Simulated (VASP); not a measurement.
Write the native input for VASP 6.6.1 that does the following.

| Quantity | Value |
| --- | --- |
| Task | single point |
| Functional | r2SCAN |
| Potentials or basis | VASP PAW PBE potentials, release 64 (Rb_sv, Br) |
| Cutoff | 520 eV |
| k mesh | 6 × 6 × 6 |
| Occupations | gaussian, width 0.01 eV |
| Spin | no spin polarisation |
| Dipole correction | no |
| Further INCAR settings | ALGO = Normal; EDIFF = 1e-06; NBANDS = 15 |

Crystal: RbBr.

```
CELL_PARAMETERS angstrom
4.22979 -0.11857 -0.11857
-0.11857 4.22979 -0.11857
-0.11857 -0.11857 4.22979
ATOMIC_POSITIONS crystal
Rb 0.00000 0.00000 0.00000
Br 0.50000 0.50000 0.50000
```

This cell differs from its parent crystal: epitaxial 111 strain +5.3%.

These files were run (other wordings do the same):

POSCAR

```
RbBr
1.0
    4.2297890482     -0.1185688872     -0.1185688872
   -0.1185688872      4.2297890482     -0.1185688872
   -0.1185688872     -0.1185688872      4.2297890482
Rb Br
1 1
Direct
    0.0000000000      0.0000000000      0.0000000000
    0.5000000000      0.5000000000      0.5000000000
```

INCAR.step1

```
SYSTEM = RbBr
ALGO = Normal ; EDIFF = 1E-4
ENCUT = 520 ; GGA = PE
ISMEAR = 0 ; LASPH = .TRUE.
LCHARG = .FALSE. ; LREAL = .FALSE.
LWAVE = .TRUE. ; NBANDS = 15
NELM = 60 ; PREC = Accurate
SIGMA = 0.01
```

INCAR.step2

```
SYSTEM = RbBr
ALGO = Normal ; EDIFF = 1E-6
ENCUT = 520 ; ISIF = 2
ISMEAR = 0 ; ISTART = 1
LASPH = .TRUE. ; LCHARG = .FALSE.
LMIXTAU = .TRUE. ; LREAL = .FALSE.
LWAVE = .FALSE. ; METAGGA = R2SCAN
NBANDS = 15 ; NELM = 60
PREC = Accurate ; SIGMA = 0.01
```

KPOINTS

```
k-points
0
G
  6 6 6
  0 0 0
```

Potentials or basis: VASP PAW PBE potentials, release 64 (Rb_sv, Br).

Launch:

```console
$ cat potpaw_PBE.64/Rb_sv/POTCAR potpaw_PBE.64/Br/POTCAR > POTCAR
$ cp INCAR.step1 INCAR
$ mpirun -np 1 vasp_std > vasp.out
$ cp INCAR.step2 INCAR
$ mpirun -np 1 vasp_std > vasp.out
```

It gave:

The pressure is -0.8 GPa and the band gap on the k mesh is 4.58 eV (least direct gap 4.71 eV).

Caveat: the cell differs from its parent crystal (epitaxial 111 strain +5.3%); the PAW data sets were made with another functional, which shifts forces and pressure a little.

Run time: 46 s on 1 thread of Intel(R) Xeon(R) Platinum 8488C (Sapphire Rapids), on a shared host, peak memory 0.2 GiB.
